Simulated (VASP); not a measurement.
# Sb (P6_3/mmc) in VASP: a series of runs, part 2 of 2

VASP 6.6.1.

### 4 Single point, LDA (volume scaled by 0.94)

Contents of INCAR:

```
PREC = Accurate ; ENCUT = 520
EDIFF = 1E-7 ; ISMEAR = -1
SIGMA = 0.05 ; LREAL = False
LASPH = True ; NELM = 60
ALGO = Normal ; ISIF = 2
LWAVE = False ; LCHARG = False
GGA = CA ; NBANDS = 12
```

Contents of KPOINTS:

```
regular mesh
0
Gamma
  9 9 5
```

Contents of POSCAR:

```
Sb
1.0
    3.2860533585      0.0000000000      0.0000000000
   -1.6430266792      2.8458056866      0.0000000000
    0.0000000000      0.0000000000      5.3584933852
Sb
2
Direct
    0.6666666667      0.3333333333      0.7500000000
    0.3333333333      0.6666666667      0.2500000000
```

Potentials or basis: VASP PAW LDA potentials, release 64 (Sb).

The run is started by

```console
> cat potpaw_LDA.64/Sb/POTCAR > POTCAR
> mpirun -np 1 vasp_std > vasp.out
```

OUTCAR:

```text
PREC = Accurate
   ENCUT = 520
   EDIFF = 1E-7
   ISMEAR = -1
   LREAL = False
   LASPH = True
   NELM = 60
   ISIF = 2
   GGA = CA

 ion  position               nearest neighbor table
   1  0.667  0.333  0.750-   2 3.28   2 3.28   2 3.28   2 3.28   2 3.28   2 3.28
   2  0.333  0.667  0.250-   1 3.28   1 3.28   1 3.28   1 3.28   1 3.28   1 3.28

  LATTYP: Found a hexagonal cell.
 ALAT       =     3.2860533585
 C/A-ratio  =     1.6306775334

  Lattice vectors:

 A1 = (   3.2860533585,   0.0000000000,   0.0000000000)
 A2 = (  -1.6430266792,   2.8458056866,   0.0000000000)
 A3 = (   0.0000000000,   0.0000000000,   5.3584933852)

Analysis of symmetry for initial positions (statically):
=====================================================================
 Subroutine PRICEL returns:
 Original cell was already a primitive cell.

 Routine SETGRP: Setting up the symmetry group for a
 hexagonal supercell.

 Subroutine GETGRP returns: Found 24 space group operations
 (whereof 12 operations were pure point group operations)
 out of a pool of 24 trial point group operations.

The static configuration has the point symmetry D_3d.
 The point group associated with its full space group is D_6h.

Analysis of symmetry for dynamics (positions and initial velocities):
=====================================================================
 Subroutine PRICEL returns:
 Original cell was already a primitive cell.

 Routine SETGRP: Setting up the symmetry group for a
 hexagonal supercell.

 Subroutine GETGRP returns: Found 24 space group operations
 (whereof 12 operations were pure point group operations)
 out of a pool of 24 trial point group operations.

The dynamic configuration has the point symmetry D_3d.
 The point group associated with its full space group is D_6h.

 Subroutine INISYM returns: Found 24 space group operations
 (whereof 12 operations are pure point group operations),
 and found     1 'primitive' translations

[... 116 lines left out ...]
  Fermi-wavevector in a.u.,A,eV,Ry     =   0.956681  1.807866 12.452586  0.915239
  Thomas-Fermi vector in A             =   2.085631
   LORBIT       =      0    0 simple, 1 ext, 2 COOP (PROOUT), +10 PAW based schemes
   GGA     = CA    functional components
   LHFCALC =     F    Hartree Fock is set to
   AEXX    =    0.0000 exact exchange contribution
   IVDW    =     0    specifies the selected vdW correction
   LEPSILON=     F    determine dielectric tensor
   LRPA    =     F    only Hartree local field effects (RPA)
 non-spin polarized calculation
  energy-cutoff  :      520.00
  volume of cell :       50.11
 maximum number of plane-waves:      1365
   NGX = 13   NGY = 13   NGZ = 19

 number of electron      10.0000001 magnetization

 Free energy of the ion-electron system (eV)
  ---------------------------------------------------
  ext. energy  EPLUGINS =         0.00000000
  ---------------------------------------------------
  free energy    TOTEN  =        -9.15763343 eV

  energy without entropy =       -9.14781332  energy(sigma->0) =       -9.15272338

 E-fermi :   9.2916     XC(G=0): -10.6841

 val. band max:        9.2632583258   @ k =   0.2222   0.0000   0.4000
 cond. band min:       9.3693150237   @ k =   0.2222   0.0000   0.4000
 fundamental gap:      0.1060566980
 Fermi energy:         9.2916424082

 k-point     1 :       0.0000    0.0000    0.0000
  band No.  band energies     occupation
      1      -4.1388      2.00000
      2       0.0156      2.00000
      3       3.1222      2.00000
      4      13.2203      0.00000
      5      13.2203      0.00000
      6      14.9825      0.00000
      7      14.9825      0.00000
      8      15.2757      0.00000
      9      17.3671      0.00000
     10      18.3883      0.00000
     11      19.4370      0.00000
     12      19.4370      0.00000
[... 331 lines left out ...]
 k-point    24 :       0.3333    0.3333    0.2000
  band No.  band energies     occupation
      1       1.2027      2.00000
      2       1.2027      2.00000
      3       4.7967      2.00000
      4       5.9541      2.00000
      5       5.9541      2.00000
      6       7.5767      2.00000
      7      10.1158      0.00000
      8      10.1158      0.00000
      9      13.8787      0.00000
     10      19.9894      0.00000
     11      19.9894      0.00000
     12      21.6769      0.00000

 [... further k-points ...]
[... 5 lines left out ...]
  --------------------------------------------------------------------------------------
  -------------------------------------------------------------------------------------
  Total        0.4691272      0.4691272      0.4693756      0.0000000      0.0000000     -0.0000000
  in kB       14.9995648     14.9995648     15.0075065      0.0000000      0.0000000     -0.0000000
  external PRESSURE =      15.0022120 kB  Pullay stress =       0.0000000 kB

 VOLUME and BASIS-vectors are now :
 -----------------------------------------------------------------------------
  energy-cutoff  :      520.00
  volume of cell :       50.11
      direct lattice vectors                 reciprocal lattice vectors
     3.286053358  0.000000000  0.000000000     0.304316422  0.175697168  0.000000000
    -1.643026679  2.845805687  0.000000000     0.000000000  0.351394336  0.000000000
     0.000000000  0.000000000  5.358493385     0.000000000  0.000000000  0.186619620

 POSITION                                       TOTAL-FORCE (eV/Angst)
 -----------------------------------------------------------------------------------
      1.64303      0.94860      4.01887        -0.000000      0.000000      0.000000
     -0.00000      1.89720      1.33962         0.000000     -0.000000      0.000000
 -----------------------------------------------------------------------------------
    total drift:                               -0.000000      0.000000      0.000000

  FREE ENERGIE OF THE ION-ELECTRON SYSTEM (eV)
  ---------------------------------------------------
  free  energy   TOTEN  =        -9.1576334319 eV

  energy  without entropy=       -9.1478133205  energy(sigma->0) =       -9.15272338
```

stdout:

```text
POSCAR found type information on POSCAR Sb
 POSCAR found :  1 types and       2 ions
 scaLAPACK will be used
 LDA part: xc-table for (Slater(with rela. corr.)+CA(PZ))
 , standard interpolation
 POSCAR, INCAR and KPOINTS ok, starting setup
 FFT: planning ... GRIDC
 FFT: planning ... GRID_SOFT
 FFT: planning ... GRID
 WAVECAR not read
 entering main loop
```

Run time: 15 s. Hardware: 1 thread of Intel Xeon Platinum 8259CL at 2.50GHz (Skylake/Cascade Lake), shared host; peak memory 0.14 GiB.

What came out:

```yaml
Free_energy: -9.1576 eV
Pressure: 1.5 GPa
Band_gap_on_the_k_mesh: zero (band 5 reaches 13.82 eV, above the bottom of band 6 at 6.42 eV)
```

Levels at points of the mesh, in eV from the Fermi level:
```csv
k point,band 3,band 4,band 5,band 6,band 7,band 8
"(0.00, 0.00, 0.00)",-6.17,3.93,3.93,5.69,5.69,5.98
```

Caveat: spin-orbit coupling is left out, which moves the levels of the heavy elements.

### 5 The runs side by side

```csv
task,level,potentials or basis,cell,k mesh,cutoff (eV),gap on the mesh (eV),pressure (GPa)
relaxation of cell and atoms,RPBE,"VASP PAW PBE potentials, release 64 (Sb)","relaxed from a = 3.355, b = 3.355, c = 5.470 Å, angles 90.0, 90.0, 120.0°, 2 atoms",9 × 9 × 5,600,none,0.0
single point,PBEsol,"VASP PAW PBE potentials, release 64 (Sb)","a = 3.355, b = 3.355, c = 5.470 Å, angles 90.0, 90.0, 120.0°, 2 atoms",6 × 6 × 4,520,none,-1.4
single point,LDA,"VASP PAW LDA potentials, release 64 (Sb)","a = 3.286, b = 3.286, c = 5.358 Å, angles 90.0, 90.0, 120.0°, 2 atoms",9 × 9 × 5,520,none,1.5
```

Alike in all rows: no spin polarisation; smearing fermi-dirac 0.05 eV.

Caveats: some runs use coarse meshes; spin-orbit coupling is left out, which moves the levels of the heavy elements; the PAW data sets were made with another functional, which shifts forces and pressure a little (some runs).

Total energies depend on the potentials used, so only differences within one code and one set of settings carry meaning.
